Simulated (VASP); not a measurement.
# MgIn2N2 (R-3m) in VASP: notebook, part 3 of 3

VASP 6.6.1. Earlier steps stand in the parts before.

### 5 Single point, PBE

This run uses another cell than the first one, of 14.98 Å³/atom.

Contents of INCAR:

```
ALGO = Normal
EDIFF = 1E-7
ENCUT = 520
GGA = PE
ISIF = 2
ISMEAR = 0
LASPH = True
LCHARG = False
LREAL = False
LWAVE = False
NBANDS = 27
NELM = 60
PREC = Accurate
SIGMA = 0.01
```

Contents of KPOINTS:

```
k-points
0
Gamma
  8 8 8
```

Contents of POSCAR:

```
MgIn2N2
1.0
    1.6684746974      0.9632943157      7.7681070621
   -1.6684746974      0.9632943157      7.7681070621
    0.0000000000     -1.9265886313      7.7681070621
Mg In N
1 2 2
Direct
    0.0000000000      0.0000000000      0.0000000000
    0.4391377727      0.4391377727      0.4391377727
    0.5608622273      0.5608622273      0.5608622273
    0.2770880383      0.2770880383      0.2770880383
    0.7229119617      0.7229119617      0.7229119617
```

Potentials or basis: VASP PAW PBE potentials, release 64 (Mg, In_d, N).

Run with:

```console
$ cat potpaw_PBE.64/Mg/POTCAR potpaw_PBE.64/In_d/POTCAR potpaw_PBE.64/N/POTCAR > POTCAR
$ mpirun -np 1 vasp_std > vasp.out
```

OUTCAR:

```text
EDIFF = 1E-7
   ENCUT = 520
   GGA = PE
   ISIF = 2
   ISMEAR = 0
   LASPH = True
   LREAL = False
   NELM = 60
   PREC = Accurate

 ion  position               nearest neighbor table
   1  0.000  0.000  0.000-   5 2.33   4 2.33   5 2.33   5 2.33   4 2.33   4 2.33   2 3.13   3 3.13
                             2 3.13   3 3.13   2 3.13   3 3.13
   2  0.439  0.439  0.439-   5 2.25   5 2.25   5 2.25   3 2.84   1 3.13   1 3.13   1 3.13
   3  0.561  0.561  0.561-   4 2.25   4 2.25   4 2.25   2 2.84   1 3.13   1 3.13   1 3.13
   4  0.277  0.277  0.277-   3 2.25   3 2.25   3 2.25   1 2.33   1 2.33   1 2.33
   5  0.723  0.723  0.723-   2 2.25   2 2.25   2 2.25   1 2.33   1 2.33   1 2.33

  LATTYP: Found a trigonal (rhomboedric) cell.
 ALAT       =     8.0034511983
 COS(alpha) =     0.9130810156

  Lattice vectors:

 A1 = (   1.6684746974,   0.9632943157,   7.7681070621)
 A2 = (  -1.6684746974,   0.9632943157,   7.7681070621)
 A3 = (   0.0000000000,  -1.9265886313,   7.7681070621)

Analysis of symmetry for initial positions (statically):
=====================================================================
 Subroutine PRICEL returns:
 Original cell was already a primitive cell.

 Routine SETGRP: Setting up the symmetry group for a
 trigonal (rhombohedral) supercell.

 Subroutine GETGRP returns: Found 12 space group operations
 (whereof 12 operations were pure point group operations)
 out of a pool of 12 trial point group operations.

The static configuration has the point symmetry D_3d.

Analysis of symmetry for dynamics (positions and initial velocities):
=====================================================================
 Subroutine PRICEL returns:
 Original cell was already a primitive cell.

 Routine SETGRP: Setting up the symmetry group for a
 trigonal (rhombohedral) supercell.

 Subroutine GETGRP returns: Found 12 space group operations
 (whereof 12 operations were pure point group operations)
 out of a pool of 12 trial point group operations.

[... 126 lines left out ...]
     AMIX_MAG =   1.60;   BMIX_MAG =  1.00
  volume/ion in A,a.u.               =      14.98       101.10
  Fermi-wavevector in a.u.,A,eV,Ry     =   1.305633  2.467288 23.193534  1.704677
  Thomas-Fermi vector in A             =   2.436489
   LORBIT       =      0    0 simple, 1 ext, 2 COOP (PROOUT), +10 PAW based schemes
   GGA     = PE    functional components
   LHFCALC =     F    Hartree Fock is set to
   AEXX    =    0.0000 exact exchange contribution
   IVDW    =     0    specifies the selected vdW correction
   LEPSILON=     F    determine dielectric tensor
   LRPA    =     F    only Hartree local field effects (RPA)
 non-spin polarized calculation
 Gauss-broadening in eV      SIGMA  =   0.01
  energy-cutoff  :      520.00
  volume of cell :       74.91
 maximum number of plane-waves:      2044
   NGX = 29   NGY = 29   NGZ = 29

 number of electron      37.9999995 magnetization

 Free energy of the ion-electron system (eV)
  ---------------------------------------------------
  ext. energy  EPLUGINS =         0.00000000
  ---------------------------------------------------
  free energy    TOTEN  =       -24.12605708 eV

  energy without entropy =      -24.12605708  energy(sigma->0) =      -24.12605708

 E-fermi :   6.6654     XC(G=0): -10.7886

 val. band max:        6.5904079354   @ k =   0.5000   0.5000   0.3750
 cond. band min:       6.7174385675   @ k =   0.5000   0.5000   0.5000
 fundamental gap:      0.1270306321
 Fermi energy:         6.6654053389

 k-point     1 :       0.0000    0.0000    0.0000
  band No.  band energies     occupation
      1      -7.9738      2.00000
      2      -7.5776      2.00000
      3      -7.3990      2.00000
      4      -7.2428      2.00000
      5      -7.2428      2.00000
      6      -7.2223      2.00000
[... 709 lines left out ...]
     26      15.3932      0.00000
     27      15.6540      0.00000

 [... further k-points ...]

------------------------ aborting loop because EDIFF is reached ----------------------------------------

  FORCE on cell =-STRESS in cart. coord.  units (eV):
  Direction    XX          YY          ZZ          XY          YZ          ZX
  --------------------------------------------------------------------------------------
  -------------------------------------------------------------------------------------
  Total       -0.0248312     -0.0248312     -0.0702476      0.0000000     -0.0000000      0.0000000
  in kB       -0.5310831     -0.5310831     -1.5024405      0.0000000     -0.0000000      0.0000000
  external PRESSURE =      -0.8548689 kB  Pullay stress =       0.0000000 kB

 VOLUME and BASIS-vectors are now :
 -----------------------------------------------------------------------------
  energy-cutoff  :      520.00
  volume of cell :       74.91
      direct lattice vectors                 reciprocal lattice vectors
     1.668474697  0.963294316  7.768107062     0.299674907  0.173017388  0.042910497
    -1.668474697  0.963294316  7.768107062    -0.299674907  0.173017388  0.042910497
     0.000000000 -1.926588631  7.768107062     0.000000000 -0.346034777  0.042910497

 POSITION                                       TOTAL-FORCE (eV/Angst)
 -----------------------------------------------------------------------------------
      0.00000      0.00000      0.00000        -0.000000      0.000000      0.000000
      0.00000      0.00000     10.23381         0.000000      0.000000      0.006909
      0.00000      0.00000     13.07051         0.000000     -0.000000     -0.006909
      0.00000      0.00000      6.45735         0.000000      0.000000      0.034338
      0.00000      0.00000     16.84697         0.000000     -0.000000     -0.034338
 -----------------------------------------------------------------------------------
    total drift:                               -0.000000     -0.000000      0.000000

  FREE ENERGIE OF THE ION-ELECTRON SYSTEM (eV)
  ---------------------------------------------------
  free  energy   TOTEN  =       -24.1260570751 eV

  energy  without entropy=      -24.1260570751  energy(sigma->0) =      -24.12605708
```

OSZICAR:

```text
N       E                     dE             d eps       ncg     rms          rms(c)
DAV:   1     0.366772116071E+03    0.36677E+03   -0.18479E+04  3556   0.183E+03
DAV:   2     0.236705040927E+02   -0.34310E+03   -0.32924E+03  3578   0.435E+02
DAV:   3    -0.264319418657E+02   -0.50102E+02   -0.49030E+02  4347   0.165E+02
DAV:   4    -0.289580541855E+02   -0.25261E+01   -0.25095E+01  4400   0.373E+01
DAV:   5    -0.290280488611E+02   -0.69995E-01   -0.69929E-01  4632   0.656E+00    0.138E+01
DAV:   6    -0.241394576467E+02    0.48886E+01   -0.20124E+01  5814   0.494E+01    0.111E+01
DAV:   7    -0.241799402869E+02   -0.40483E-01   -0.26498E+00  4283   0.116E+01    0.344E+00
DAV:   8    -0.241452985781E+02    0.34642E-01   -0.30014E-01  5381   0.343E+00    0.190E+00
DAV:   9    -0.241293609960E+02    0.15938E-01   -0.39254E-02  5457   0.261E+00    0.701E-01
DAV:  10    -0.241258124257E+02    0.35486E-02   -0.16416E-02  5464   0.135E+00    0.188E-01
DAV:  11    -0.241259985436E+02   -0.18612E-03   -0.25050E-03  4603   0.428E-01    0.180E-01
DAV:  12    -0.241260492000E+02   -0.50656E-04   -0.12545E-04  4636   0.820E-02    0.566E-02
DAV:  13    -0.241260579741E+02   -0.87741E-05   -0.19600E-05  4457   0.299E-02    0.204E-02
DAV:  14    -0.241260570079E+02    0.96622E-06   -0.10465E-05  4366   0.179E-02    0.550E-03
DAV:  15    -0.241260570751E+02   -0.67191E-07   -0.52433E-07  3915   0.687E-03
   1 F= -.24126057E+02 E0= -.24126057E+02  d E =-.192229E-16
```

stdout:

```text
POSCAR found type information on POSCAR MgInN
 POSCAR found :  3 types and       5 ions
 scaLAPACK will be used
 LDA part: xc-table for (Slater+PW92), standard interpolation
 POSCAR, INCAR and KPOINTS ok, starting setup
 FFT: planning ... GRIDC
 FFT: planning ... GRID_SOFT
 FFT: planning ... GRID
 WAVECAR not read
 entering main loop
```

Wall time 9.1 min (1 thread of Intel Xeon Platinum 8259CL at 2.50GHz (Skylake/Cascade Lake), shared host); peak memory 0.54 GiB.

Results:

```
Free energy            : -24.1261 eV
Pressure               : -0.1 GPa
Largest force          : 0.034 eV/Å
Band gap on the k mesh : 0.13 eV (least direct gap 0.16 eV)
```

Forces in eV/Å, atoms in the order of the input:
```
Mg   0.000  0.000  0.000
In   0.000  0.000  0.007
In   0.000  0.000 -0.007
N    0.000  0.000  0.034
N    0.000  0.000 -0.034
```

Caveat: spin-orbit coupling is left out, which moves the levels of the heavy elements. A k mesh can miss the band edges.

### 6 Single point, r2SCAN (14.12 Å³/atom)

This run uses another cell than the first one, of 14.12 Å³/atom.

Contents of POSCAR:

```
MgIn2N2
1.0
    1.6359144786      0.9444956646      7.6157797838
   -1.6359144786      0.9444956646      7.6157797838
    0.0000000000     -1.8889913291      7.6157797838
Mg In N
1 2 2
Direct
    0.0000000000      0.0000000000      0.0000000000
    0.4391451762      0.4391451762      0.4391451762
    0.5608548238      0.5608548238      0.5608548238
    0.2768625335      0.2768625335      0.2768625335
    0.7231374665      0.7231374665      0.7231374665
```

Contents of INCAR.step1:

```
ALGO = Normal
EDIFF = 1E-4
ENCUT = 520
GGA = PE
ISMEAR = 0
LASPH = T
LCHARG = F
LREAL = F
LWAVE = T
NBANDS = 27
NELM = 100
PREC = Accurate
SIGMA = 0.01
```

Contents of INCAR.step2:

```
ALGO = Normal
EDIFF = 1E-7
ENCUT = 520
ISIF = 2
ISMEAR = 0
ISTART = 1
LASPH = T
LCHARG = F
LMIXTAU = T
LREAL = F
LWAVE = F
METAGGA = R2SCAN
NBANDS = 27
NELM = 100
PREC = Accurate
SIGMA = 0.01
```

KPOINTS is that of step 5.

Potentials or basis: VASP PAW PBE potentials, release 64 (Mg, In_d, N).

Run with:

```console
$ cat potpaw_PBE.64/Mg/POTCAR potpaw_PBE.64/In_d/POTCAR potpaw_PBE.64/N/POTCAR > POTCAR
$ cp INCAR.step1 INCAR
$ mpirun -np 1 vasp_std > vasp.out
$ cp INCAR.step2 INCAR
$ mpirun -np 1 vasp_std > vasp.out
```

OUTCAR:

```text
EDIFF = 1E-7
   ENCUT = 520
   ISIF = 2
   ISMEAR = 0
   ISTART = 1
   LASPH = T
   LREAL = F
   METAGGA = R2SCAN
   NELM = 100
   PREC = Accurate

 ion  position               nearest neighbor table
   1  0.000  0.000  0.000-   5 2.29   4 2.29   5 2.29   5 2.29   4 2.29   4 2.29   2 3.07   3 3.07
                             2 3.07   3 3.07   2 3.07   3 3.07
   2  0.439  0.439  0.439-   5 2.20   5 2.20   5 2.20   3 2.78   1 3.07   1 3.07   1 3.07
[... 928 lines left out ...]
  --------------------------------------------------------------------------------------
  -------------------------------------------------------------------------------------
  Total        1.9098449      1.9098449      1.7458806      0.0000000      0.0000000      0.0000000
  in kB       43.3393593     43.3393593     39.6185832      0.0000000      0.0000000      0.0000000
  external PRESSURE =      42.0991006 kB  Pullay stress =       0.0000000 kB

 VOLUME and BASIS-vectors are now :
 -----------------------------------------------------------------------------
  energy-cutoff  :      520.00
  volume of cell :       70.60
      direct lattice vectors                 reciprocal lattice vectors
     1.635914479  0.944495665  7.615779784     0.305639449  0.176461018  0.043768773
    -1.635914479  0.944495665  7.615779784    -0.305639449  0.176461018  0.043768773
     0.000000000 -1.888991329  7.615779784     0.000000000 -0.352922036  0.043768773

 POSITION                                       TOTAL-FORCE (eV/Angst)
 -----------------------------------------------------------------------------------
      0.00000      0.00000      0.00000        -0.000000      0.000000      0.000000
      0.00000      0.00000     10.03330         0.000000      0.000000      0.235420
      0.00000      0.00000     12.81404         0.000000     -0.000000     -0.235420
      0.00000      0.00000      6.32557         0.000000      0.000000      0.230962
      0.00000      0.00000     16.52177         0.000000     -0.000000     -0.230962
 -----------------------------------------------------------------------------------
    total drift:                                0.000000     -0.000000      0.000000

  FREE ENERGIE OF THE ION-ELECTRON SYSTEM (eV)
  ---------------------------------------------------
  free  energy   TOTEN  =       -69.3817096784 eV

  energy  without entropy=      -69.3817096784  energy(sigma->0) =      -69.38170968
```

OUTCAR.step1:

```text
EDIFF = 1E-4
   ENCUT = 520
   GGA = PE
   ISMEAR = 0
[... 955 lines left out ...]
      0.00000      0.00000     10.03330         0.000000      0.000000      0.439981
      0.00000      0.00000     12.81404         0.000000     -0.000000     -0.439981
      0.00000      0.00000      6.32557         0.000000      0.000000      0.393557
      0.00000      0.00000     16.52177         0.000000     -0.000000     -0.393557
 -----------------------------------------------------------------------------------
    total drift:                                0.000000     -0.000000      0.000000

  FREE ENERGIE OF THE ION-ELECTRON SYSTEM (eV)
  ---------------------------------------------------
  free  energy   TOTEN  =       -24.0265812936 eV

  energy  without entropy=      -24.0265812936  energy(sigma->0) =      -24.02658129
```

Run time: 67 min. Hardware: 1 thread of Intel Xeon Platinum 8259CL at 2.50GHz (Skylake/Cascade Lake), shared host; peak memory 0.63 GiB.

Results:

- Free energy: -69.3817 eV
- Pressure: 4.2 GPa
- Largest force: 0.235 eV/Å
- Band gap on the k mesh: 0.77 eV (least direct gap 0.81 eV)

Forces on the atoms (eV/Å):
```
Mg   0.000  0.000  0.000
In   0.000  0.000  0.235
In   0.000  0.000 -0.235
N    0.000  0.000  0.231
N    0.000  0.000 -0.231
```

Stress tensor (GPa, compression positive):
```
4.33 0.00 0.00
0.00 4.33 0.00
0.00 0.00 3.96
```

Caveat: the cell stands under pressure; the PAW data sets were made with another functional, which shifts forces and pressure a little; spin-orbit coupling is left out, which moves the levels of the heavy elements.

### 7 Single point, r2SCAN

This run uses another cell than the first one, of 14.56 Å³/atom.

Edit POSCAR of step 6 so:

```diff
@@ -2,5 +2,5 @@
 1.0
-    1.6359144786      0.9444956646      7.6157797838
-   -1.6359144786      0.9444956646      7.6157797838
-    0.0000000000     -1.8889913291      7.6157797838
+    1.6526086365      0.9541340411      7.6934971901
+   -1.6526086365      0.9541340411      7.6934971901
+    0.0000000000     -1.9082680822      7.6934971901
 Mg In N
```

Contents of INCAR.step1:

```
ALGO = Normal ; EDIFF = 1E-4
ENCUT = 520 ; GGA = PE
ISMEAR = 0 ; LASPH = T
LCHARG = F ; LREAL = F
LWAVE = T ; NBANDS = 27
NELM = 80 ; PREC = Accurate
SIGMA = 0.01
```

Contents of INCAR.step2:

```
ALGO = Normal ; EDIFF = 1E-6
ENCUT = 520 ; ISIF = 2
ISMEAR = 0 ; ISTART = 1
LASPH = T ; LCHARG = F
LMIXTAU = T ; LREAL = F
LWAVE = F ; METAGGA = R2SCAN
NBANDS = 27 ; NELM = 80
PREC = Accurate ; SIGMA = 0.01
```

KPOINTS is that of step 6.

Run with:

```console
$ cat potpaw_PBE.64/Mg/POTCAR potpaw_PBE.64/In_d/POTCAR potpaw_PBE.64/N/POTCAR > POTCAR
$ cp INCAR.step1 INCAR
$ mpirun -np 1 vasp_std > vasp.out
$ cp INCAR.step2 INCAR
$ mpirun -np 1 vasp_std > vasp.out
```

It took 53 min on 1 thread of Intel Xeon Platinum 8259CL at 2.50GHz (Skylake/Cascade Lake), shared host; peak memory 0.63 GiB.

It converged, with:

* Free energy: -69.4122 eV
* Pressure: 0.1 GPa
* Largest force: 0.065 eV/Å
* Band gap on the k mesh: 0.63 eV (least direct gap 0.66 eV)

Forces in eV/Å, atoms in the order of the input:
```
Mg   0.000  0.000  0.000
In   0.000  0.000  0.023
In   0.000  0.000 -0.023
N    0.000  0.000  0.065
N    0.000  0.000 -0.065
```

Stress tensor (GPa, compression positive):
```
 0.20  0.00  0.00
 0.00  0.20  0.00
 0.00  0.00 -0.03
```

Levels at points of the mesh, in eV from the valence-band top:
| k point | band 17 | band 18 | band 19 | band 20 | band 21 | band 22 |
| --- | --- | --- | --- | --- | --- | --- |
| (0.00, 0.00, 0.00) | -0.68 | -0.38 | -0.38 | 2.41 | 3.65 | 6.29 |
| (0.50, 0.00, 0.00) | -1.77 | -1.47 | -0.74 | 2.50 | 3.47 | 4.11 |
| (0.50, 0.50, 0.00) | -1.88 | -1.58 | -1.35 | 1.53 | 4.39 | 5.02 |
| (0.50, 0.50, 0.50) | -0.35 | -0.35 | -0.03 | 0.63 | 4.01 | 6.86 |

Caveat: the PAW data sets were made with another functional, which shifts forces and pressure a little; spin-orbit coupling is left out, which moves the levels of the heavy elements. A k mesh can miss the band edges.

### 8 Overview

| level | cell | gap on the mesh (eV) | pressure (GPa) | largest force (eV/Å) |
| --- | --- | --- | --- | --- |
| PBE | a = 8.083 Å, angles 24.1°, 5 atoms | none | -3.1 | 0.17 |
| PBE | a = 7.840 Å, angles 24.1°, 5 atoms | 0.41 | 7.8 | 0.42 |
| PBE | a = 7.923 Å, angles 24.1°, 5 atoms | 0.26 | 3.5 | 0.20 |
| PBE | a = 8.003 Å, angles 24.1°, 5 atoms | 0.13 | -0.1 | 0.03 |
| r2SCAN | a = 7.847 Å, angles 24.1°, 5 atoms | 0.77 | 4.2 | 0.24 |
| r2SCAN | a = 7.927 Å, angles 24.1°, 5 atoms | 0.63 | 0.1 | 0.07 |

Alike in all rows: task single point; potentials or basis VASP PAW PBE potentials, release 64 (Mg, In_d, N); no spin polarisation; k mesh 8 × 8 × 8; cutoff (eV) 520; smearing gaussian 0.01 eV.

Caveats: spin-orbit coupling is left out, which moves the levels of the heavy elements; the cell stands under pressure (at least some runs); the PAW data sets were made with another functional, which shifts forces and pressure a little (at least some runs); the cell stands under tension (at least some runs).

Total energies depend on the potentials used, so only differences within one code and one set of settings carry meaning.
